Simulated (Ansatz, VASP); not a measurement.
**W: VASP beside Ansatz**

```
CELL_PARAMETERS angstrom
-1.53740 1.59730 1.53740
1.65720 -1.59730 1.65720
1.53740 1.59730 -1.53740
ATOMIC_POSITIONS crystal
W 0.00000 0.00000 0.00000
```

Change from the starting cell: strain +0.0750 x Voigt [0, 0, 0, 0, 1, 0], atoms carried along.

Alike in both runs: task single point; functional PBE; k mesh 20 × 20 × 20; occupations gaussian, width 0.15 eV; no spin polarisation.

```csv
,VASP,Ansatz
version,VASP 6.6.1,Ansatz 0.2.0
potentials or method,"VASP PAW PBE potentials, release 64 (W_sv), cutoff 500 eV","scalar-relativistic, plane waves, PAW"
valence electrons in the cell,14,14
```

|  | VASP | Ansatz | Ansatz less VASP |
| --- | --- | --- | --- |
| gap on the k mesh at the Fermi level (eV) | none | none | - |
| pressure (GPa) | -1.2 | -1.7 | -0.45 |
| traceless stress, the component that is largest in VASP (GPa) | -10.84 | -10.70 | +0.145 |

A gap of «none» marks a metal or a gap that the smearing closes. The functional is the same, so the differences come from potentials, cutoffs and numerics.

Spin-orbit coupling is off throughout.
